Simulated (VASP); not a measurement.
# In in VASP: further runs, part 2 of 2

VASP 6.6.1. Earlier steps stand in the parts before.

### Step 3. Single point, PBE

This run uses another cell than the first one, of 27.79 Å³/atom.

Contents of INCAR:

```
SYSTEM = In
ALGO = Fast
EDIFF = 1E-7
ENCUT = 520
GGA = PE
ISIF = 2
ISMEAR = 0
LASPH = .True.
LCHARG = .True.
LELF = .True.
LREAL = .False.
LVHAR = .True.
LWAVE = .False.
NBANDS = 48
NELM = 60
PREC = Accurate
SIGMA = 0.1
```

Contents of KPOINTS:

```
k-points
0
Gamma
  10 10 4
  0 0 0
```

Contents of POSCAR:

```
In
1.0
    3.8301665384      0.0000000000      0.0000000000
    0.0000000000      3.8301665384      0.0000000000
    0.0000000000      0.0000000000     11.3662762941
In
6
Direct
    0.0000000000      0.0000000000      0.8332987391
    0.0000000000      0.0000000000      0.1667012609
    0.0000000000      0.0000000000      0.5000000000
    0.5000000000      0.5000000000      0.0000000000
    0.5000000000      0.5000000000      0.3333441008
    0.5000000000      0.5000000000      0.6666558992
```

Potentials or basis: VASP PAW PBE potentials, release 64 (In_d).

Run with:

```bash
$ cat potpaw_PBE.64/In_d/POTCAR > POTCAR
$ mpirun -np 1 vasp_std > vasp.out
```

OUTCAR:

```text
SYSTEM = In
   EDIFF = 1E-7
   ENCUT = 520
   GGA = PE
   ISIF = 2
   ISMEAR = 0
   LASPH = .True.
   LREAL = .False.
   NELM = 60
   PREC = Accurate

 ion  position               nearest neighbor table
   1  0.000  0.000  0.833-   6 3.30   6 3.30   6 3.30   6 3.30   4 3.31   4 3.31   4 3.31   4 3.31
                             3 3.79   2 3.79
   2  0.000  0.000  0.167-   5 3.30   5 3.30   5 3.30   5 3.30   4 3.31   4 3.31   4 3.31   4 3.31
                             3 3.79   1 3.79
   3  0.000  0.000  0.500-   5 3.31   6 3.31   5 3.31   6 3.31   5 3.31   6 3.31   5 3.31   6 3.31
                             1 3.79   2 3.79
   4  0.500  0.500  0.000-   1 3.31   2 3.31   1 3.31   2 3.31   1 3.31   2 3.31   1 3.31   2 3.31
                             5 3.79   6 3.79
   5  0.500  0.500  0.333-   2 3.30   2 3.30   2 3.30   2 3.30   3 3.31   3 3.31   3 3.31   3 3.31
                             6 3.79   4 3.79
   6  0.500  0.500  0.667-   1 3.30   1 3.30   1 3.30   1 3.30   3 3.31   3 3.31   3 3.31   3 3.31
                             5 3.79   4 3.79

  LATTYP: Found a simple tetragonal cell.
 ALAT       =     3.8301665384
 C/A-ratio  =     2.9675671228

  Lattice vectors:

 A1 = (   3.8301665384,   0.0000000000,   0.0000000000)
 A2 = (   0.0000000000,   3.8301665384,   0.0000000000)
 A3 = (   0.0000000000,   0.0000000000,  11.3662762941)

Analysis of symmetry for initial positions (statically):
=====================================================================
 Subroutine PRICEL returns:
 Original cell was already a primitive cell.

 Routine SETGRP: Setting up the symmetry group for a
 simple tetragonal supercell.

 Subroutine GETGRP returns: Found 16 space group operations
 (whereof 16 operations were pure point group operations)
 out of a pool of 16 trial point group operations.

The static configuration has the point symmetry D_4h.

Analysis of symmetry for dynamics (positions and initial velocities):
=====================================================================
 Subroutine PRICEL returns:
 Original cell was already a primitive cell.

 Routine SETGRP: Setting up the symmetry group for a
 simple tetragonal supercell.

 Subroutine GETGRP returns: Found 16 space group operations
 (whereof 16 operations were pure point group operations)
 out of a pool of 16 trial point group operations.

The dynamic configuration has the point symmetry D_4h.

 Subroutine INISYM returns: Found 16 space group operations
 (whereof 16 operations are pure point group operations),
 and found     1 'primitive' translations

----------------------------------------------------------------------------------------

                                     Primitive cell

  volume of cell :     166.7453

  direct lattice vectors                    reciprocal lattice vectors
     3.830166538  0.000000000  0.000000000     0.261085253  0.000000000  0.000000000
     0.000000000  3.830166538  0.000000000     0.000000000  0.261085253  0.000000000
     0.000000000  0.000000000 11.366276294     0.000000000  0.000000000  0.087979561

  length of vectors
     3.830166538  3.830166538 11.366276294     0.261085253  0.261085253  0.087979561

  position of ions in fractional coordinates (direct lattice)
     0.000000000  0.000000000  0.833298739
     0.000000000  0.000000000  0.166701261
[... 44 lines left out ...]
  0.200000  0.000000  0.000000      4.000000
  0.300000  0.000000  0.000000      4.000000
  0.400000  0.000000  0.000000      4.000000
  0.500000  0.000000  0.000000      2.000000
[... 16 lines left out ...]
  0.100000  0.000000  0.250000      8.000000
  0.200000  0.000000  0.250000      8.000000
 [... further k-points ...]
   k-points           NKPTS =     63   k-points in BZ     NKDIM =     63   number of bands    NBANDS=     48
   number of dos      NEDOS =    301   number of ions     NIONS =      6
   total plane-waves  NPLWV =  70560
   dimension x,y,z NGX =    28 NGY =   28 NGZ =   90
   dimension x,y,z NGXF=    56 NGYF=   56 NGZF=  180
   ions per type =               6
   NGX,Y,Z   is equivalent  to a cutoff of  12.15, 12.15, 13.16 a.u.
   NGXF,Y,Z  is equivalent  to a cutoff of  24.31, 24.31, 26.33 a.u.
 SYSTEM =  In
   PREC   = accura    normal or accurate (medium, high low for compatibility)
   ISTART =      0    job   : 0-new  1-cont  2-samecut
   ICHARG =      2    charge: 1-file 2-atom 10-const
   ISPIN  =      1    spin polarized calculation?
   LNONCOLLINEAR =      F non collinear calculations
   LSORBIT =      F    spin-orbit coupling
   LASPH  =      T    aspherical Exc in radial PAW
   ENCUT  =  520.0 eV  38.22 Ry    6.18 a.u.   7.12  7.12 21.13*2*pi/ulx,y,z
   NELM   =     60;   NELMIN=  2; NELMDL= -5     # of ELM steps
   EDIFF  = 0.1E-06   stopping-criterion for ELM
   LREAL  =      F    real-space projection
   EDIFFG = 0.1E-05   stopping-criterion for IOM
   NSW    =      0    number of steps for IOM
   IBRION =     -1    ionic relax: 0-MD 1-quasi-New 2-CG
   NFREE  =      0    steps in history (QN), initial steepest desc. (CG)
   ISIF   =      2    stress and relaxation
   ISYM   =      2    0-nonsym 1-usesym 2-fastsym
   POTIM  = 0.5000    time-step for ionic-motion
   TEBEG  =    0.0;   TEEND  =   0.0 temperature during run
   PSTRESS=    0.0 pullay stress
   NELECT =      78.0000    total number of electrons
   NUPDOWN=      -1.0000    fix difference up-down
   EMIN   =  10.00;   EMAX   =-10.00  energy-range for DOS
   EFERMI =   0.00;   METHOD = LEGACY
   ISMEAR =     0;   SIGMA  =   0.10  broadening in eV -4-tet -1-fermi 0-gaus
   EFERMI_NEDOS =   21; number of points for ismear=-14 and -15
   IALGO  =     68    algorithm
   IMIX   =      4    mixing-type and parameters
     AMIX     =   0.40;   BMIX     =  1.00
     AMIX_MAG =   1.60;   BMIX_MAG =  1.00
  volume/ion in A,a.u.               =      27.79       187.54
  Fermi-wavevector in a.u.,A,eV,Ry     =   1.270833  2.401526 21.973638  1.615017
  Thomas-Fermi vector in A             =   2.403799
   LORBIT       =      0    0 simple, 1 ext, 2 COOP (PROOUT), +10 PAW based schemes
   GGA     = PE    functional components
   LHFCALC =     F    Hartree Fock is set to
   AEXX    =    0.0000 exact exchange contribution
   IVDW    =     0    specifies the selected vdW correction
   LEPSILON=     F    determine dielectric tensor
   LRPA    =     F    only Hartree local field effects (RPA)
 non-spin polarized calculation
 RMM-DIIS sequential band-by-band and
 Gauss-broadening in eV      SIGMA  =   0.10
  energy-cutoff  :      520.00
  volume of cell :      166.75
 maximum number of plane-waves:      4514
   NGX = 15   NGY = 15   NGZ = 43

 number of electron      77.9999978 magnetization

 Free energy of the ion-electron system (eV)
  ---------------------------------------------------
  ext. energy  EPLUGINS =         0.00000000
  ---------------------------------------------------
  free energy    TOTEN  =       -15.32590240 eV

  energy without entropy =      -15.31249526  energy(sigma->0) =      -15.31919883

 E-fermi :   6.8865     XC(G=0):  -9.9710

 val. band max:        6.8442517773   @ k =   0.4000   0.4000   0.0000
 cond. band min:       6.8871116592   @ k =   0.2000   0.2000   0.2500
 fundamental gap:      0.0428598820
 Fermi energy:         6.8865188028

 k-point     1 :       0.0000    0.0000    0.0000
  band No.  band energies     occupation
      1      -7.8488      2.00000
      2      -7.8455      2.00000
      3      -7.7668      2.00000
      4      -7.7609      2.00000
      5      -7.7608      2.00000
      6      -7.7599      2.00000
[... 1213 lines left out ...]
     47      12.1282      0.00000
     48      12.5267      0.00000

 [... further k-points ...]

------------------------ aborting loop because EDIFF is reached ----------------------------------------

  FORCE on cell =-STRESS in cart. coord.  units (eV):
  Direction    XX          YY          ZZ          XY          YZ          ZX
  --------------------------------------------------------------------------------------
  -------------------------------------------------------------------------------------
  Total        0.0307989      0.0307989     -0.0033295      0.0000000      0.0000000      0.0000000
  in kB        0.2959324      0.2959324     -0.0319917      0.0000000      0.0000000      0.0000000
  external PRESSURE =       0.1866244 kB  Pullay stress =       0.0000000 kB

 VOLUME and BASIS-vectors are now :
 -----------------------------------------------------------------------------
  energy-cutoff  :      520.00
  volume of cell :      166.75
      direct lattice vectors                 reciprocal lattice vectors
     3.830166538  0.000000000  0.000000000     0.261085253  0.000000000  0.000000000
     0.000000000  3.830166538  0.000000000     0.000000000  0.261085253  0.000000000
     0.000000000  0.000000000 11.366276294     0.000000000  0.000000000  0.087979561

 POSITION                                       TOTAL-FORCE (eV/Angst)
 -----------------------------------------------------------------------------------
      0.00000      0.00000      9.47150         0.000000      0.000000      0.000741
      0.00000      0.00000      1.89477         0.000000      0.000000     -0.000741
      0.00000      0.00000      5.68314         0.000000      0.000000     -0.000000
      1.91508      1.91508      0.00000         0.000000      0.000000     -0.000000
      1.91508      1.91508      3.78888        -0.000000     -0.000000      0.000032
      1.91508      1.91508      7.57740         0.000000     -0.000000     -0.000032
 -----------------------------------------------------------------------------------
    total drift:                                0.000000      0.000000      0.000000

  FREE ENERGIE OF THE ION-ELECTRON SYSTEM (eV)
  ---------------------------------------------------
  free  energy   TOTEN  =       -15.3259024014 eV

  energy  without entropy=      -15.3124952567  energy(sigma->0) =      -15.31919883
```

Run time: 17 min. Hardware: 1 thread of Intel Xeon 8259CL, shared host; peak memory 0.47 GiB.

What came out:

```
Free energy            : -15.3259 eV
Pressure               : 0.0 GPa
Band gap on the k mesh : zero (bands 39 and 40 overlap by 4.21 eV)
```

Caveat: spin-orbit coupling is left out, which moves the levels of the heavy elements.
